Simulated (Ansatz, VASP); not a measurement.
One calculation of Ta3N, two programs

The input INCAR:

```
SYSTEM = Ta3N
PREC = Accurate ; ENCUT = 520
EDIFF = 1E-6 ; ISMEAR = -1
SIGMA = 0.05 ; LREAL = .False.
LASPH = .True. ; NELM = 100
ALGO = Normal ; ISIF = 2
LWAVE = .False. ; LCHARG = .False.
LMAXMIX = 4 ; METAGGA = R2SCAN
LMIXTAU = .True. ; NBANDS = 27
```

File KPOINTS:

```
Automatic mesh
0
Gamma
  7 7 3
  0 0 0
```

The input POSCAR:

```
Ta3N
1.0
    3.0322239879      0.0000000000      0.0000000000
   -1.5161119940      2.6259830035      0.0000000000
    0.0000000000      0.0000000000      7.5241370000
Ta N
3 1
Direct
    0.6666666667      0.3333333333      0.8260700000
    0.3333333333      0.6666666667      0.1739300000
    0.0000000000      0.0000000000      0.5000000000
    0.0000000000      0.0000000000      0.0000000000
```

KPOINTS_OPT

```
path GMKGALHA,LM,KH
20
line-mode
reciprocal
 0.0000000000  0.0000000000  0.0000000000  G
 0.5000000000  0.0000000000  0.0000000000  M

 0.5000000000  0.0000000000  0.0000000000  M
 0.3333333333  0.3333333333  0.0000000000  K

 0.3333333333  0.3333333333  0.0000000000  K
 0.0000000000  0.0000000000  0.0000000000  G

 0.0000000000  0.0000000000  0.0000000000  G
 0.0000000000  0.0000000000  0.5000000000  A

 0.0000000000  0.0000000000  0.5000000000  A
 0.5000000000  0.0000000000  0.5000000000  L

 0.5000000000  0.0000000000  0.5000000000  L
 0.3333333333  0.3333333333  0.5000000000  H

 0.3333333333  0.3333333333  0.5000000000  H
 0.0000000000  0.0000000000  0.5000000000  A

 0.5000000000  0.0000000000  0.5000000000  L
 0.5000000000  0.0000000000  0.0000000000  M

 0.3333333333  0.3333333333  0.0000000000  K
 0.3333333333  0.3333333333  0.5000000000  H
```

File input.yaml:

```yaml
crystal:
  lattice:
    - [3.0322239879, 0.0, 0.0]
    - [-1.516111994, 2.6259830035, 0.0]
    - [0.0, 0.0, 7.524137]
  atoms:
    - { symbol: Ta, position: [0.6666666667, 0.3333333333, 0.82607] }
    - { symbol: Ta, position: [0.3333333333, 0.6666666667, 0.17393] }
    - { symbol: Ta, position: [0.0, 0.0, 0.5] }
    - { symbol: "N", position: [0.0, 0.0, 0.0] }
hamiltonian:
  xc: r2scan
  pseudopotentials: { kind: paw }
kpoints:
  mp_grid: { grid: [7, 7, 3] }
  band_path:
    path:
      - [[0.0, 0.0, 0.0], [0.5, 0.0, 0.0], [0.3333333333, 0.3333333333, 0.0], [0.0, 0.0, 0.0], [0.0, 0.0, 0.5], [0.5, 0.0, 0.5], [0.3333333333, 0.3333333333, 0.5], [0.0, 0.0, 0.5]]
      - [[0.5, 0.0, 0.5], [0.5, 0.0, 0.0]]
      - [[0.3333333333, 0.3333333333, 0.0], [0.3333333333, 0.3333333333, 0.5]]
    npoints: 14
scf:
  occupations: { method: fermi_dirac, width: 0.05 }
  n_extra_bands: 10
output:
  forces: true
  stress: true
  eigenvalues: true
  fatbands: false
```

Alike in both runs: task band structure; functional r2SCAN; k mesh 7 × 7 × 3; occupations fermi-dirac, width 0.05 eV; no spin polarisation.

|  | VASP | Ansatz |
| --- | --- | --- |
| version | VASP 6.6.1 | Ansatz 0.2.0 |
| potentials or method | VASP PAW PBE potentials, release 64 (Ta_pv, N) | Ansatz PAW |
| plane-wave cutoff (eV) | 520 | 500 |
| valence electrons in the cell | 38 | 44 |

VASP gave:

| Item | Value |
| --- | --- |
| gap on the k mesh at the Fermi level (eV) | none |
| pressure (GPa) | -3.0 |
| traceless stress, the component that is largest in VASP (GPa) | 2.33 |
| rms of the force components (eV/Å) | 0.065 |

What did Ansatz give for the same quantities?

gap on the k mesh at the Fermi level (eV): none; pressure (GPa): -3.9; traceless stress, the component that is largest in VASP (GPa): 2.33; rms of the force components (eV/Å): 0.093.

VASP's potentials were made for PBE, not for r2SCAN. Atom by atom the forces differ by 0.028 eV/Å (rms over components). A gap of «none» marks a metal or a gap that the smearing closes. The functional is the same, so the differences come from potentials, cutoffs and numerics. VASP's potentials hold 38 valence electrons a cell and Ansatz's 44, so a difference there can come from the potentials and not from the codes.

Neither program's run includes spin-orbit coupling.
